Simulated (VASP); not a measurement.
Wanted: the native input for a VASP 6.6.1 run.

```
Task                    : density of states
Functional              : LDA
Potentials or basis     : VASP PAW LDA potentials, release 64 (Pt)
Cutoff                  : 520 eV
k mesh                  : 12 × 12 × 12
Occupations             : fermi-dirac, width 0.1 eV
Spin                    : no spin polarisation
Dipole correction       : no
k mesh for the DOS      : 18 × 18 × 18
Occupations for the DOS : tetrahedron
Further INCAR settings  : ALGO = Normal; EDIFF = 1e-07
```

Crystal: Pt.

```xyz
2
Lattice="0.0000 2.6755 2.6755 2.6755 0.0000 2.6755 2.6755 2.6755 0.0000" Properties=species:S:1:pos:R:3 pbc="T T T"
Pt   -0.6689   -0.6689   -0.6689
Pt    0.6689    0.6689    0.6689
```

This cell differs from its parent crystal: volume scaled by 0.85.

One way to write it, as run:

POSCAR

```
Pt
1.0
    0.0000000000      2.6754721398      2.6754721398
    2.6754721398      0.0000000000      2.6754721398
    2.6754721398      2.6754721398      0.0000000000
Pt
2
Direct
   -0.1250000000     -0.1250000000     -0.1250000000
    0.1250000000      0.1250000000      0.1250000000
```

INCAR.step1

```
PREC = Accurate
ENCUT = 520
EDIFF = 1E-7
ISMEAR = -1
SIGMA = 0.1
LREAL = False
LASPH = True
NELM = 80
ALGO = Normal
ISIF = 2
LWAVE = False
LCHARG = True
LMAXMIX = 4
GGA = CA
NBANDS = 17
```

KPOINTS.step1

```
Automatic mesh
0
Gamma
  12 12 12
```

INCAR.step2

```
PREC = Accurate
ENCUT = 520
EDIFF = 1E-7
ISMEAR = -5
SIGMA = 0.1
LREAL = False
LASPH = True
NELM = 80
ALGO = Normal
ISIF = 2
LWAVE = False
LCHARG = False
LMAXMIX = 4
GGA = CA
LORBIT = 11
NEDOS = 1001
ICHARG = 11
```

KPOINTS.step2

```
Automatic mesh
0
Gamma
  18 18 18
```

Potentials or basis: VASP PAW LDA potentials, release 64 (Pt).

Launch:

```bash
$ cat potpaw_LDA.64/Pt/POTCAR > POTCAR
$ cp INCAR.step1 INCAR
$ cp KPOINTS.step1 KPOINTS
$ mpirun -np 1 vasp_std > vasp.out
$ cp INCAR.step2 INCAR
$ cp KPOINTS.step2 KPOINTS
$ mpirun -np 1 vasp_std > vasp.out
```

It gave:

- Valence electrons inside the program's atomic spheres: Pt 9.71

Caveat: spin-orbit coupling is left out, which moves the levels of the heavy elements.

Wall time 44 s on 1 thread of AMD EPYC 9R45 96-Core Processor (Zen 5) (shared host), peak memory 0.18 GiB.
